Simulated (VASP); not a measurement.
A run of VASP 6.6.1 is set up as follows.

INCAR

```
  ALGO = Fast
  EDIFF = 1E-6
  EDIFFG = -0.008
  ENCUT = 600
  GGA = PE
  IBRION = 2
  ISIF = 3
  ISMEAR = 0
  LASPH = T
  LCHARG = F
  LREAL = F
  LWAVE = F
  NELM = 100
  NSW = 70
  PREC = Accurate
  PSTRESS = 50.0
  SIGMA = 0.1
```

Contents of KPOINTS:

```
k-points
0
Gamma
  12 12 12
```

Contents of POSCAR:

```
K
1.0
   -2.3206252467      2.3206252467      2.3206252467
    2.3206252467     -2.3206252467      2.3206252467
    2.3206252467      2.3206252467     -2.3206252467
K
1
Direct
    0.0000000000      0.0000000000      0.0000000000
```

Potentials or basis: VASP PAW PBE potentials, release 64 (K_sv).

Launch:

```sh
$ cat potpaw_PBE.64/K_sv/POTCAR > POTCAR
$ mpirun -np 1 vasp_std > vasp.out
```

Question: What does it give for the space group after relaxing (to 0.1 Å)?

Answer: Im-3m (No. 229).

Question: Estimate the relaxed volume.

Answer: 43.71 Å³/atom.

Final structure:
```yaml
crystal:
  lattice:
    - [-2.21907, 2.21907, 2.21907]
    - [2.21907, -2.21907, 2.21907]
    - [2.21907, 2.21907, -2.21907]
  atoms:
    - { symbol: K, position: [0.00000, 0.00000, 0.00000] }
```

Caveat: the cell is relaxed towards a set pressure, so the run minimises the enthalpy, not the energy.
